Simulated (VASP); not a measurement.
Set up this calculation in VASP 6.6.1, as the native input.

```yaml
Task: single point
Functional: PBE
Potentials_or_basis: VASP PAW PBE potentials, release 64 (Ga_d, P)
Cutoff: 520 eV
k_mesh: 6 × 6 × 6
Occupations: gaussian, width 0.01 eV
Spin: no spin polarisation
Dipole_correction: no
Further_INCAR_settings: ALGO = Normal; EDIFF = 1e-07; NBANDS = 16
```

The structure of GaP lies in POSCAR:

```
GaP
1.0
    0.0000000000      2.7254102062      2.7254102062
    2.7254102062      0.0000000000      2.7254102062
    2.7254102062      2.7254102062      0.0000000000
Ga P
1 1
Direct
    0.0000000000      0.0000000000      0.0000000000
    0.2500000000      0.2500000000      0.2500000000
```

These files were run (other wordings do the same):

INCAR

```
ALGO = Normal ; EDIFF = 1E-7
ENCUT = 520 ; GGA = PE
ISIF = 2 ; ISMEAR = 0
LASPH = True ; LCHARG = False
LREAL = False ; LWAVE = False
NBANDS = 16 ; NELM = 60
PREC = Accurate ; SIGMA = 0.01
```

KPOINTS

```
k-points
0
Gamma
  6 6 6
```

Potentials or basis: VASP PAW PBE potentials, release 64 (Ga_d, P).

Launch:

```console
$ cat potpaw_PBE.64/Ga_d/POTCAR potpaw_PBE.64/P/POTCAR > POTCAR
$ mpirun -np 1 vasp_std > vasp.out
```

It gave:

| Property | Result |
| --- | --- |
| Pressure | 2.5 GPa |
| Band gap on the k mesh | 1.65 eV, indirect (least direct gap 1.82 eV) |

Wall time 26 s on 1 thread of AMD EPYC 7571 (shared host), peak memory 0.13 GiB.
